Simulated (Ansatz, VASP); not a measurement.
**Two plane-wave programs on Si**

File INCAR:

```
PREC = Accurate
ENCUT = 520
EDIFF = 1E-6
ISMEAR = 0
SIGMA = 0.03
LREAL = F
LASPH = T
NELM = 100
ALGO = Normal
ISIF = 2
LWAVE = F
LCHARG = T
LELF = T
LVHAR = T
NBANDS = 16
```

Contents of KPOINTS:

```
Automatic mesh
0
Gamma
  12 12 6
```

File POSCAR:

```
Si
1.0
    3.8313174605      0.0000000000      0.0000000000
   -1.9156587303      3.3180182508      0.0000000000
    0.0000000000      0.0000000000      6.3326220002
Si
4
Direct
    0.4237487492      0.8474974984      0.0156357581
    0.6666666667      0.3333333333      0.5630095000
    0.3333333333      0.6666666667      0.4369905000
    0.6666666667      0.3333333333      0.9369905000
```

Input for Ansatz:

```yaml
crystal:
  lattice:
    - [3.8313174605, 0.0, 0.0]
    - [-1.9156587303, 3.3180182508, 0.0]
    - [0.0, 0.0, 6.3326220002]
  atoms:
    - { symbol: Si, position: [0.4237487492, 0.8474974984, 0.0156357581] }
    - { symbol: Si, position: [0.6666666667, 0.3333333333, 0.5630095] }
    - { symbol: Si, position: [0.3333333333, 0.6666666667, 0.4369905] }
    - { symbol: Si, position: [0.6666666667, 0.3333333333, 0.9369905] }
basis:
  ecutwfc: 420
kpoints:
  mp_grid: { grid: [12, 12, 6] }
hamiltonian:
  xc: lda
scf:
  occupations: { method: gaussian, width: 0.03 }
output:
  forces: true
  stress: true
  eigenvalues: true
  write_density: true
  write_potential: true
  elf: true
  volumetric_format: npy
```

Alike in both runs: task single point; functional LDA; k mesh 12 × 12 × 6; occupations gaussian, width 0.03 eV; no spin polarisation.

|  | VASP | Ansatz |
| --- | --- | --- |
| version | VASP 6.6.1 | Ansatz 0.2.0 |
| potentials or method | VASP PAW LDA potentials, release 64 (Si), cutoff 520 eV | scalar-relativistic, plane waves, PAW |
| valence electrons in the cell | 16 | 16 |

Ansatz gave:

```
gap on the k mesh at the Fermi level (eV)                     : none
pressure (GPa)                                                : 16.7
traceless stress, the component that is largest in VASP (GPa) : 40.03
rms of the force components (eV/Å)                            : 9.365
```

Question: Estimate VASP's values.

Answer: gap on the k mesh at the Fermi level (eV): none; pressure (GPa): 16.6; traceless stress, the component that is largest in VASP (GPa): 39.75; rms of the force components (eV/Å): 9.302.

LDA's correlation is that of Perdew and Zunger in VASP and of Perdew and Wang (1992) in Ansatz. Atom by atom the forces differ by 0.063 eV/Å (rms over components). A gap of «none» marks a metal or a gap that the smearing closes.
